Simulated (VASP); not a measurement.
# Cs2AgBiBr6 (Fm-3m) in VASP: settings compared, part 2 of 2

VASP 6.6.1. Earlier steps stand in the parts before.

## Step 3: Single point, r2SCAN (34.32 Å³/atom)

This run uses another cell than the first one, of 34.32 Å³/atom.

File POSCAR:

```
Cs2AgBiBr6
1.0
    0.0000000000      5.5569989162      5.5569989162
    5.5569989162      0.0000000000      5.5569989162
    5.5569989162      5.5569989162      0.0000000000
Cs Ag Bi Br
2 1 1 6
Direct
    0.2500000000      0.2500000000      0.2500000000
    0.7500000000      0.7500000000      0.7500000000
    0.5000000000      0.5000000000      0.5000000000
    0.0000000000      0.0000000000      0.0000000000
    0.2518243557      0.7481756443      0.2518243557
    0.2518243557      0.7481756443      0.7481756443
    0.7481756443      0.2518243557      0.7481756443
    0.7481756443      0.2518243557      0.2518243557
    0.2518243557      0.2518243557      0.7481756443
    0.7481756443      0.7481756443      0.2518243557
```

File INCAR.step1:

```
SYSTEM = Cs2AgBiBr6
ALGO = Normal
EDIFF = 1E-4
ENCUT = 520
GGA = PE
ISMEAR = 0
LASPH = .TRUE.
LCHARG = .FALSE.
LREAL = .FALSE.
LWAVE = .TRUE.
NBANDS = 54
NELM = 80
PREC = Accurate
SIGMA = 0.01
```

File INCAR.step2:

```
SYSTEM = Cs2AgBiBr6
ALGO = Normal
EDIFF = 1E-6
ENCUT = 520
ISIF = 2
ISMEAR = 0
ISTART = 1
LASPH = .TRUE.
LCHARG = .FALSE.
LMIXTAU = .TRUE.
LREAL = .FALSE.
LWAVE = .FALSE.
METAGGA = R2SCAN
NBANDS = 54
NELM = 80
PREC = Accurate
SIGMA = 0.01
```

File KPOINTS:

```
k-points
0
G
  4 4 4
  0 0 0
```

Potentials or basis: VASP PAW PBE potentials, release 64 (Cs_sv, Ag, Bi_d, Br).

Launch:

```sh
cat potpaw_PBE.64/Cs_sv/POTCAR potpaw_PBE.64/Ag/POTCAR potpaw_PBE.64/Bi_d/POTCAR potpaw_PBE.64/Br/POTCAR > POTCAR
cp INCAR.step1 INCAR
mpirun -np 1 vasp_std > vasp.out
cp INCAR.step2 INCAR
mpirun -np 1 vasp_std > vasp.out
```

OUTCAR:

```text
SYSTEM = Cs2AgBiBr6
   EDIFF = 1E-6
   ENCUT = 520
   ISIF = 2
   ISMEAR = 0
   ISTART = 1
   LASPH = .TRUE.
   LREAL = .FALSE.
   METAGGA = R2SCAN
   NELM = 80
   PREC = Accurate

 ion  position               nearest neighbor table
   1  0.250  0.250  0.250-
   2  0.750  0.750  0.750-
   3  0.500  0.500  0.500-   5 2.76   6 2.76   7 2.76   8 2.76   9 2.76  10 2.76
   4  0.000  0.000  0.000-   5 2.80   6 2.80   7 2.80   8 2.80   9 2.80  10 2.80
   5  0.252  0.748  0.252-   3 2.76   4 2.80
   6  0.252  0.748  0.748-   3 2.76   4 2.80
   7  0.748  0.252  0.748-   3 2.76   4 2.80
   8  0.748  0.252  0.252-   3 2.76   4 2.80
   9  0.252  0.252  0.748-   3 2.76   4 2.80
  10  0.748  0.748  0.252-   3 2.76   4 2.80

  LATTYP: Found a face centered cubic cell.
 ALAT       =    11.1139978324

  Lattice vectors:

 A1 = (   0.0000000000,   5.5569989162,   5.5569989162)
 A2 = (   5.5569989162,   0.0000000000,   5.5569989162)
 A3 = (   5.5569989162,   5.5569989162,   0.0000000000)

Analysis of symmetry for initial positions (statically):
=====================================================================
 Subroutine PRICEL returns:
 Original cell was already a primitive cell.

 Routine SETGRP: Setting up the symmetry group for a
 face centered cubic supercell.

 Subroutine GETGRP returns: Found 48 space group operations
 (whereof 48 operations were pure point group operations)
 out of a pool of 48 trial point group operations.

The static configuration has the point symmetry O_h .

Analysis of symmetry for dynamics (positions and initial velocities):
=====================================================================
 Subroutine PRICEL returns:
 Original cell was already a primitive cell.

 Routine SETGRP: Setting up the symmetry group for a
 face centered cubic supercell.

 Subroutine GETGRP returns: Found 48 space group operations
 (whereof 48 operations were pure point group operations)
 out of a pool of 48 trial point group operations.

The dynamic configuration has the point symmetry O_h .

 Subroutine INISYM returns: Found 48 space group operations
 (whereof 48 operations are pure point group operations),
 and found     1 'primitive' translations

----------------------------------------------------------------------------------------

                                     Primitive cell

  volume of cell :     343.2029

  direct lattice vectors                    reciprocal lattice vectors
     0.000000000  5.556998916  5.556998916    -0.089976624  0.089976624  0.089976624
     5.556998916  0.000000000  5.556998916     0.089976624 -0.089976624  0.089976624
     5.556998916  5.556998916  0.000000000     0.089976624  0.089976624 -0.089976624

  length of vectors
     7.858783233  7.858783233  7.858783233     0.155844084  0.155844084  0.155844084

  position of ions in fractional coordinates (direct lattice)
     0.250000000  0.250000000  0.250000000
     0.750000000  0.750000000  0.750000000
     0.500000000  0.500000000  0.500000000
     0.000000000  0.000000000  0.000000000
[... 51 lines left out ...]
  0.250000  0.250000  0.000000      6.000000
  0.500000  0.250000  0.000000     24.000000
 -0.250000  0.250000  0.000000     12.000000
  0.500000  0.500000  0.000000      3.000000
 -0.250000  0.500000  0.250000      6.000000
   k-points           NKPTS =      8   k-points in BZ     NKDIM =      8   number of bands    NBANDS=     54
   number of dos      NEDOS =    301   number of ions     NIONS =     10
   total plane-waves  NPLWV = 216000
   dimension x,y,z NGX =    60 NGY =   60 NGZ =   60
   dimension x,y,z NGXF=   120 NGYF=  120 NGZF=  120
   ions per type =               2   1   1   6
   NGX,Y,Z   is equivalent  to a cutoff of  12.69, 12.69, 12.69 a.u.
   NGXF,Y,Z  is equivalent  to a cutoff of  25.38, 25.38, 25.38 a.u.
 SYSTEM =  Cs2AgBiBr6
   PREC   = accura    normal or accurate (medium, high low for compatibility)
   ISTART =      1    job   : 0-new  1-cont  2-samecut
   ICHARG =      0    charge: 1-file 2-atom 10-const
   ISPIN  =      1    spin polarized calculation?
   LNONCOLLINEAR =      F non collinear calculations
   LSORBIT =      F    spin-orbit coupling
   LASPH  =      T    aspherical Exc in radial PAW
   ENCUT  =  520.0 eV  38.22 Ry    6.18 a.u.  14.61 14.61 14.61*2*pi/ulx,y,z
   NELM   =     80;   NELMIN=  2; NELMDL=  0     # of ELM steps
   EDIFF  = 0.1E-05   stopping-criterion for ELM
   LREAL  =      F    real-space projection
   EDIFFG = 0.1E-04   stopping-criterion for IOM
   NSW    =      0    number of steps for IOM
   IBRION =     -1    ionic relax: 0-MD 1-quasi-New 2-CG
   NFREE  =      0    steps in history (QN), initial steepest desc. (CG)
   ISIF   =      2    stress and relaxation
   ISYM   =      2    0-nonsym 1-usesym 2-fastsym
   POTIM  = 0.5000    time-step for ionic-motion
   TEBEG  =    0.0;   TEEND  =   0.0 temperature during run
   PSTRESS=    0.0 pullay stress
   NELECT =      86.0000    total number of electrons
   NUPDOWN=      -1.0000    fix difference up-down
   EMIN   =  10.00;   EMAX   =-10.00  energy-range for DOS
   EFERMI =   0.00;   METHOD = LEGACY
   ISMEAR =     0;   SIGMA  =   0.01  broadening in eV -4-tet -1-fermi 0-gaus
   EFERMI_NEDOS =   21; number of points for ismear=-14 and -15
   IALGO  =     38    algorithm
   IMIX   =      4    mixing-type and parameters
     AMIX     =   0.40;   BMIX     =  1.00
     AMIX_MAG =   1.60;   BMIX_MAG =  1.00
  volume/ion in A,a.u.               =      34.32       231.60
  Fermi-wavevector in a.u.,A,eV,Ry     =   1.032105  1.950396 14.493488  1.065241
  Thomas-Fermi vector in A             =   2.166287
   LORBIT       =      0    0 simple, 1 ext, 2 COOP (PROOUT), +10 PAW based schemes
   METAGGA = R2SCAN    functional components
   LHFCALC =     F    Hartree Fock is set to
   AEXX    =    0.0000 exact exchange contribution
   IVDW    =     0    specifies the selected vdW correction
   LEPSILON=     F    determine dielectric tensor
   LRPA    =     F    only Hartree local field effects (RPA)
 non-spin polarized calculation
 Gauss-broadening in eV      SIGMA  =   0.01
  energy-cutoff  :      520.00
  volume of cell :      343.20
 maximum number of plane-waves:      9305
 NGX is ok and might be reduce to    60
   NGX = 29   NGY = 29   NGZ = 29

 number of electron      86.0000006 magnetization

 Free energy of the ion-electron system (eV)
  ---------------------------------------------------
  ext. energy  EPLUGINS =         0.00000000
  ---------------------------------------------------
  free energy    TOTEN  =      -222.39705449 eV

  energy without entropy =     -222.39705449  energy(sigma->0) =     -222.39705449

 E-fermi :   1.6684     XC(G=0):  -8.7497

 val. band max:        1.5423141008   @ k =   0.5000   0.5000   0.0000
 cond. band min:       3.1195771776   @ k =   0.5000   0.0000   0.0000
 fundamental gap:      1.5772630768
 Fermi energy:         1.6684223444

 k-point     1 :       0.0000    0.0000    0.0000
  band No.  band energies     occupation
      1     -22.4137      2.00000
      2     -22.4137      2.00000
      3     -22.3558      2.00000
      4     -22.3558      2.00000
      5     -22.3558      2.00000
      6     -19.9902      2.00000
[... 445 lines left out ...]
     53       7.9815      0.00000
     54       8.2506      0.00000

------------------------ aborting loop because EDIFF is reached ----------------------------------------

  FORCE on cell =-STRESS in cart. coord.  units (eV):
  Direction    XX          YY          ZZ          XY          YZ          ZX
  --------------------------------------------------------------------------------------
  -------------------------------------------------------------------------------------
  Total        4.2175266      4.2175266      4.2175266      0.0000000      0.0000000     -0.0000000
  in kB       19.6887197     19.6887197     19.6887197      0.0000000      0.0000000     -0.0000000
  external PRESSURE =      19.6887197 kB  Pullay stress =       0.0000000 kB

 VOLUME and BASIS-vectors are now :
 -----------------------------------------------------------------------------
  energy-cutoff  :      520.00
  volume of cell :      343.20
      direct lattice vectors                 reciprocal lattice vectors
     0.000000000  5.556998916  5.556998916    -0.089976624  0.089976624  0.089976624
     5.556998916  0.000000000  5.556998916     0.089976624 -0.089976624  0.089976624
     5.556998916  5.556998916  0.000000000     0.089976624  0.089976624 -0.089976624

 POSITION                                       TOTAL-FORCE (eV/Angst)
 -----------------------------------------------------------------------------------
      2.77850      2.77850      2.77850         0.000000     -0.000000      0.000000
      8.33550      8.33550      8.33550        -0.000000     -0.000000     -0.000000
      5.55700      5.55700      5.55700        -0.000000     -0.000000      0.000000
      0.00000      0.00000      0.00000        -0.000000     -0.000000      0.000000
      5.55700      2.79878      5.55700        -0.000000      0.209991      0.000000
      8.31522      5.55700      5.55700        -0.209991     -0.000000      0.000000
      5.55700      8.31522      5.55700        -0.000000     -0.209991      0.000000
      2.79878      5.55700      5.55700         0.209991     -0.000000      0.000000
      5.55700      5.55700      2.79878        -0.000000     -0.000000      0.209991
      5.55700      5.55700      8.31522        -0.000000     -0.000000     -0.209991
 -----------------------------------------------------------------------------------
    total drift:                               -0.000000      0.000000      0.000000

  FREE ENERGIE OF THE ION-ELECTRON SYSTEM (eV)
  ---------------------------------------------------
  free  energy   TOTEN  =      -222.3970544850 eV

  energy  without entropy=     -222.3970544850  energy(sigma->0) =     -222.39705449
```

Run time: 8.1 min. Hardware: 1 thread of AMD EPYC 9R45 (Zen 5), shared host; peak memory 0.62 GiB.

What came out:

```
Free energy            : -222.3971 eV
Pressure               : 2.0 GPa
Largest force          : 0.210 eV/Å
Band gap on the k mesh : 1.58 eV (least direct gap 2.82 eV)
```

Forces in eV/Å, atoms in the order of the input:
```
Cs   0.000  0.000  0.000
Cs   0.000  0.000  0.000
Ag   0.000  0.000  0.000
Bi   0.000  0.000  0.000
Br   0.000  0.210  0.000
Br  -0.210  0.000  0.000
Br   0.000 -0.210  0.000
Br   0.210  0.000  0.000
Br   0.000  0.000  0.210
Br   0.000  0.000 -0.210
```

Levels at points of the mesh, in eV from the valence-band top:
| k point | band 39 | band 40 | band 41 | band 42 | band 43 | band 44 | band 45 | band 46 | band 47 | band 48 |
| --- | --- | --- | --- | --- | --- | --- | --- | --- | --- | --- |
| (0.00, 0.00, 0.00) | -1.52 | -1.52 | -1.52 | -0.77 | -0.77 | 2.57 | 2.57 | 2.57 | 4.09 | 4.69 |
| (0.50, 0.00, 0.00) | -1.84 | -1.84 | -1.55 | -1.46 | -1.46 | 1.58 | 4.02 | 4.02 | 5.40 | 5.51 |
| (0.50, 0.50, 0.00) | -1.82 | -1.82 | -1.53 | -0.78 | 0.00 | 3.10 | 3.10 | 3.47 | 5.02 | 5.67 |

Caveat: the PAW data sets were made with another functional, which shifts forces and pressure a little; spin-orbit coupling is left out, which moves the levels of the heavy elements.
